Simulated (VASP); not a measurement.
Here is a VASP 6.6.1 calculation.

The input POSCAR:

```
In4Bi3Sb
1.0
    4.7519939217      0.0000000000      0.0000000000
    0.0000000000      4.7519939217      0.0000000000
    0.0000000000      0.0000000000     13.3613681032
Sb In Bi
1 4 3
Direct
    0.0000000000      0.0000000000      0.0000000000
    0.0000000000      0.5000000000      0.8801499069
    0.5000000000      0.0000000000      0.6268750777
    0.0000000000      0.5000000000      0.3731249223
    0.5000000000      0.0000000000      0.1198500931
    0.5000000000      0.5000000000      0.7534755988
    0.0000000000      0.0000000000      0.5000000000
    0.5000000000      0.5000000000      0.2465244012
```

File INCAR.step1:

```
PREC = Accurate
ENCUT = 520
ISMEAR = -1
SIGMA = 0.02
LREAL = F
LASPH = T
NELM = 60
NBANDS = 61
GGA = PE
ALGO = Normal
EDIFF = 1E-4
LWAVE = T
LCHARG = F
```

Contents of INCAR.step2:

```
PREC = Accurate
ENCUT = 520
EDIFF = 1E-6
ISMEAR = -1
SIGMA = 0.02
LREAL = F
LASPH = T
NELM = 60
ALGO = Normal
ISIF = 2
LWAVE = F
LCHARG = T
METAGGA = R2SCAN
LMIXTAU = T
LELF = T
LVHAR = T
NBANDS = 61
ISTART = 1
```

The input KPOINTS:

```
Automatic mesh
0
Gamma
  6 6 2
```

Potentials or basis: VASP PAW PBE potentials, release 64 (Sb, In_d, Bi_d).

Command:

```sh
$ cat potpaw_PBE.64/Sb/POTCAR potpaw_PBE.64/In_d/POTCAR potpaw_PBE.64/Bi_d/POTCAR > POTCAR
$ cp INCAR.step1 INCAR
$ mpirun -np 1 vasp_std > vasp.out
$ cp INCAR.step2 INCAR
$ mpirun -np 1 vasp_std > vasp.out
```

Problem. Predict the pressure.

Solution. -0.1 GPa.

Problem. Predict the band gap on the k mesh.

Solution. 0.01 eV.

Forces in eV/Å, atoms in the order of the input:
```
Sb   0.000  0.000  0.000
In   0.000  0.000 -0.002
In   0.000  0.000  0.000
In   0.000  0.000  0.000
In   0.000  0.000  0.002
Bi   0.000  0.000  0.001
Bi   0.000  0.000  0.000
Bi   0.000  0.000 -0.001
```

Caveat: the smearing spreads over this small gap; the PAW data sets were made with another functional, which shifts forces and pressure a little; spin-orbit coupling is left out, which moves the levels of the heavy elements. A k mesh can miss the band edges.
